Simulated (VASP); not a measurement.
# SnO2 (I4_1/amd) in VASP: single point with r2SCAN

Aim: the single point of SnO2 with r2SCAN.

Program: VASP 6.6.1. These are calculated values, not measurements. Logs are shortened: lines on timing, memory, paths and dates and some standing lists are left out, and cuts for length are marked.

## 1. The cell of the first run

It takes space group I4_1/amd (No. 141, tetragonal). The conventional cell has a = 4.000 Å, b = 4.000 Å, c = 10.247 Å, α = 90.00°, β = 90.00°, γ = 90.00°. Sn (site symmetry -4m2) has 6 O at 2.06 to 2.09 Å within 2.7 Å. Within 2.7 Å of O (site symmetry 2mm) lie 3 Sn at 2.06 to 2.09 Å and 2 O at 2.57 Å.

## 2. Single point, r2SCAN

POSCAR reads:

```
SnO2
1.0
   -2.0000686112      2.0000686112      5.1236788559
    2.0000686112     -2.0000686112      5.1236788559
    2.0000686112      2.0000686112     -5.1236788559
Sn O
2 4
Direct
    0.7500000000      0.2500000000      0.5000000000
    0.0000000000      0.0000000000      0.0000000000
    0.7965225900      0.7965225900      0.0000000000
    0.9534774100      0.4534774100      0.5000000000
    0.2034774100      0.2034774100      0.0000000000
    0.5465225900      0.0465225900      0.5000000000
```

INCAR.step1 reads:

```
SYSTEM = SnO2
PREC = Accurate
ENCUT = 520
ISMEAR = 0
SIGMA = 0.05
LREAL = .False.
LASPH = .True.
NELM = 100
NBANDS = 35
GGA = PE
ALGO = Normal
EDIFF = 1E-4
LWAVE = .True.
LCHARG = .False.
```

INCAR.step2 reads:

```
SYSTEM = SnO2
PREC = Accurate
ENCUT = 520
EDIFF = 1E-7
ISMEAR = 0
SIGMA = 0.05
LREAL = .False.
LASPH = .True.
NELM = 100
ALGO = Normal
ISIF = 2
LWAVE = .False.
LCHARG = .False.
METAGGA = R2SCAN
LMIXTAU = .True.
NBANDS = 35
ISTART = 1
```

KPOINTS reads:

```
Automatic mesh
0
Gamma
  10 10 10
  0 0 0
```

Potentials or basis: VASP PAW PBE potentials, release 64 (Sn_d, O).

Run with:

```
cat potpaw_PBE.64/Sn_d/POTCAR potpaw_PBE.64/O/POTCAR > POTCAR
cp INCAR.step1 INCAR
mpirun -np 1 vasp_std > vasp.out
cp INCAR.step2 INCAR
mpirun -np 1 vasp_std > vasp.out
```

OUTCAR:

```text
SYSTEM = SnO2
   PREC = Accurate
   ENCUT = 520
   EDIFF = 1E-7
   ISMEAR = 0
   LREAL = .False.
   LASPH = .True.
   NELM = 100
   ISIF = 2
   METAGGA = R2SCAN
   ISTART = 1

 ion  position               nearest neighbor table
   1  0.750  0.250  0.500-   3 2.06   5 2.06   3 2.06   5 2.06   4 2.09   6 2.09   2 3.25   2 3.25
                             2 3.25   2 3.25
   2  0.000  0.000  0.000-   6 2.06   4 2.06   6 2.06   4 2.06   3 2.09   5 2.09   1 3.25   1 3.25
                             1 3.25   1 3.25
   3  0.797  0.797  0.000-   1 2.06   1 2.06   2 2.09
   4  0.953  0.453  0.500-   2 2.06   2 2.06   1 2.09
   5  0.203  0.203  0.000-   1 2.06   1 2.06   2 2.09
   6  0.547  0.047  0.500-   2 2.06   2 2.06   1 2.09

  LATTYP: Found a body centered tetragonal cell.
 ALAT       =     4.0001372224
 C/A-ratio  =     2.5617515455

  Lattice vectors:

 A1 = (  -2.0000686112,   2.0000686112,   5.1236788559)
 A2 = (   2.0000686112,  -2.0000686112,   5.1236788559)
 A3 = (   2.0000686112,   2.0000686112,  -5.1236788559)

Analysis of symmetry for initial positions (statically):
=====================================================================
 Subroutine PRICEL returns:
 Original cell was already a primitive cell.

 Routine SETGRP: Setting up the symmetry group for a
 body centered tetragonal supercell.

 Subroutine GETGRP returns: Found 16 space group operations
 (whereof  8 operations were pure point group operations)
 out of a pool of 16 trial point group operations.

The static configuration has the point symmetry D_2d.
 The point group associated with its full space group is D_4h.

Analysis of symmetry for dynamics (positions and initial velocities):
=====================================================================
 Subroutine PRICEL returns:
 Original cell was already a primitive cell.

 Routine SETGRP: Setting up the symmetry group for a
 body centered tetragonal supercell.

 Subroutine GETGRP returns: Found 16 space group operations
 (whereof  8 operations were pure point group operations)
 out of a pool of 16 trial point group operations.

The dynamic configuration has the point symmetry D_2d.
 The point group associated with its full space group is D_4h.

 Subroutine INISYM returns: Found 16 space group operations
 (whereof  8 operations are pure point group operations),
 and found     1 'primitive' translations

----------------------------------------------------------------------------------------

[... 105 lines left out ...]
   NFREE  =      0    steps in history (QN), initial steepest desc. (CG)
   ISIF   =      2    stress and relaxation
   ISYM   =      2    0-nonsym 1-usesym 2-fastsym
   POTIM  = 0.5000    time-step for ionic-motion
   TEBEG  =    0.0;   TEEND  =   0.0 temperature during run
   PSTRESS=    0.0 pullay stress
   NELECT =      52.0000    total number of electrons
   NUPDOWN=      -1.0000    fix difference up-down
   EMIN   =  10.00;   EMAX   =-10.00  energy-range for DOS
   EFERMI =   0.00;   METHOD = LEGACY
   ISMEAR =     0;   SIGMA  =   0.05  broadening in eV -4-tet -1-fermi 0-gaus
   EFERMI_NEDOS =   21; number of points for ismear=-14 and -15
   IALGO  =     38    algorithm
   IMIX   =      4    mixing-type and parameters
     AMIX     =   0.40;   BMIX     =  1.00
     AMIX_MAG =   1.60;   BMIX_MAG =  1.00
  volume/ion in A,a.u.               =      13.66        92.21
  Fermi-wavevector in a.u.,A,eV,Ry     =   1.406583  2.658057 26.918799  1.978476
  Thomas-Fermi vector in A             =   2.528929
   LORBIT       =      0    0 simple, 1 ext, 2 COOP (PROOUT), +10 PAW based schemes
   METAGGA = R2SCAN    functional components
   LHFCALC =     F    Hartree Fock is set to
   AEXX    =    0.0000 exact exchange contribution
   IVDW    =     0    specifies the selected vdW correction
   LEPSILON=     F    determine dielectric tensor
   LRPA    =     F    only Hartree local field effects (RPA)
 non-spin polarized calculation
 Gauss-broadening in eV      SIGMA  =   0.05
  energy-cutoff  :      520.00
  volume of cell :       81.98
 maximum number of plane-waves:      2244
 NGX is ok and might be reduce to    48
   NGX = 21   NGY = 21   NGZ = 21

 number of electron      52.0000007 magnetization

 Free energy of the ion-electron system (eV)
  ---------------------------------------------------
  ext. energy  EPLUGINS =         0.00000000
  ---------------------------------------------------
  free energy    TOTEN  =       -84.10805286 eV

  energy without entropy =      -84.10805286  energy(sigma->0) =      -84.10805286

 E-fermi :   3.8942     XC(G=0): -11.0484

 val. band max:        3.6136643766   @ k =   0.3000   0.3000   0.2000
 cond. band min:       5.9139663164   @ k =   0.0000   0.0000   0.0000
 fundamental gap:      2.3003019398
 Fermi energy:         3.8942156275

 k-point     1 :       0.0000    0.0000    0.0000
  band No.  band energies     occupation
      1     -17.4222      2.00000
      2     -17.4035      2.00000
      3     -17.2451      2.00000
      4     -16.5573      2.00000
      5     -16.4002      2.00000
      6     -16.4002      2.00000
[... 901 lines left out ...]
     34      15.8118      0.00000
     35      17.1894      0.00000

 [... further k-points ...]

------------------------ aborting loop because EDIFF is reached ----------------------------------------

  FORCE on cell =-STRESS in cart. coord.  units (eV):
  Direction    XX          YY          ZZ          XY          YZ          ZX
  --------------------------------------------------------------------------------------
  -------------------------------------------------------------------------------------
  Total        0.1210567      0.1210567     -0.0858238      0.0000000     -0.0000000      0.0000000
  in kB        2.3657439      2.3657439     -1.6772064      0.0000000     -0.0000000      0.0000000
  external PRESSURE =       1.0180938 kB  Pullay stress =       0.0000000 kB

 VOLUME and BASIS-vectors are now :
 -----------------------------------------------------------------------------
  energy-cutoff  :      520.00
  volume of cell :       81.98
      direct lattice vectors                 reciprocal lattice vectors
    -2.000068611  2.000068611  5.123678856     0.000000000  0.249991424  0.097586132
     2.000068611 -2.000068611  5.123678856     0.249991424  0.000000000  0.097586132
     2.000068611  2.000068611 -5.123678856     0.249991424  0.249991424  0.000000000

 POSITION                                       TOTAL-FORCE (eV/Angst)
 -----------------------------------------------------------------------------------
     -0.00000      2.00007      2.56184        -0.000000     -0.000000      0.000000
      0.00000      0.00000      0.00000        -0.000000     -0.000000      0.000000
      0.00000      0.00000      8.16225         0.000000     -0.000000      0.009649
      0.00000      2.00007      4.64695        -0.000000      0.000000     -0.009649
      0.00000      0.00000      2.08511         0.000000     -0.000000     -0.009649
      0.00000      2.00007      0.47673        -0.000000      0.000000      0.009649
 -----------------------------------------------------------------------------------
    total drift:                                0.000000      0.000000     -0.000000

  FREE ENERGIE OF THE ION-ELECTRON SYSTEM (eV)
  ---------------------------------------------------
  free  energy   TOTEN  =       -84.1080528644 eV

  energy  without entropy=      -84.1080528644  energy(sigma->0) =      -84.10805286
```

OSZICAR.step1:

```text
N       E                     dE             d eps       ncg     rms          rms(c)
DAV:   1     0.657360436366E+03    0.65736E+03   -0.25548E+04  7725   0.224E+03
DAV:   2     0.633630482694E+02   -0.59400E+03   -0.55947E+03  7812   0.610E+02
DAV:   3    -0.378306244194E+02   -0.10119E+03   -0.99326E+02  7751   0.212E+02
DAV:   4    -0.431913221680E+02   -0.53607E+01   -0.53243E+01  8997   0.536E+01
DAV:   5    -0.433337134830E+02   -0.14239E+00   -0.14218E+00  8669   0.913E+00    0.162E+01
DAV:   6    -0.367860550704E+02    0.65477E+01   -0.18865E+01 11547   0.669E+01    0.612E+00
DAV:   7    -0.369276378761E+02   -0.14158E+00   -0.23143E+00  7864   0.830E+00    0.328E+00
DAV:   8    -0.369104917606E+02    0.17146E-01   -0.21500E-01 10571   0.483E+00    0.797E-01
DAV:   9    -0.369008855992E+02    0.96062E-02   -0.54543E-02 11357   0.356E+00    0.147E-01
DAV:  10    -0.369019575638E+02   -0.10720E-02   -0.49316E-03  9575   0.674E-01    0.495E-02
DAV:  11    -0.369021614920E+02   -0.20393E-03   -0.46453E-04  8544   0.196E-01    0.166E-02
DAV:  12    -0.369021703227E+02   -0.88307E-05   -0.47629E-05  5237   0.473E-02
   1 F= -.36902170E+02 E0= -.36902170E+02  d E =-.984948E-12
```

It took 85 min on 1 thread of AMD EPYC 7R43 (Zen 3), shared host; peak memory 0.45 GiB.

Results:

| Item | Value |
| --- | --- |
| Free energy | -84.1081 eV |
| Pressure | 0.1 GPa |
| Largest force | 0.010 eV/Å |
| Band gap on the k mesh | 2.30 eV (least direct gap 2.70 eV) |

Forces on the atoms (eV/Å):
```
Sn   0.000  0.000  0.000
Sn   0.000  0.000  0.000
O    0.000  0.000  0.010
O    0.000  0.000 -0.010
O    0.000  0.000 -0.010
O    0.000  0.000  0.010
```

Caveat: the PAW data sets were made with another functional, which shifts forces and pressure a little; spin-orbit coupling is left out, which moves the levels of the heavy elements. A k mesh can miss the band edges.
